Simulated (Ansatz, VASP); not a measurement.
# One calculation of Ge2P, two programs

```
Ge P
1.0
     1.79912    1.03872    5.08520
    -1.79912    1.03872    5.08520
     0.00000   -2.07744    5.08520
Ge P
2 1
Direct
  0.76573 0.76573 0.76573
  0.23427 0.23427 0.23427
  0.00000 0.00000 0.00000
```

Alike in both runs: functional PBE; k mesh 6 × 6 × 6; occupations gaussian, width 0.1 eV; no spin polarisation.

Ansatz relaxed the structure, and its values are those at the end. VASP's run is a single point on that final structure, the one shown.

|  | VASP | Ansatz |
| --- | --- | --- |
| version | VASP 6.6.1 | Ansatz 0.2.0 |
| potentials or method | VASP PAW PBE potentials, release 64 (Ge_d, P), cutoff 520 eV | scalar-relativistic, plane waves, PAW |
| valence electrons in the cell | 33 | 33 |

|  | VASP | Ansatz | Ansatz less VASP |
| --- | --- | --- | --- |
| gap on the k mesh at the Fermi level (eV) | none | none | - |
| pressure (GPa) | 0.1 | 0.2 | +0.03 |
| rms of the force components (eV/Å) | 0.016 | 0.015 | -0.0006 |

A gap of «none» marks a metal or a gap that the smearing closes.
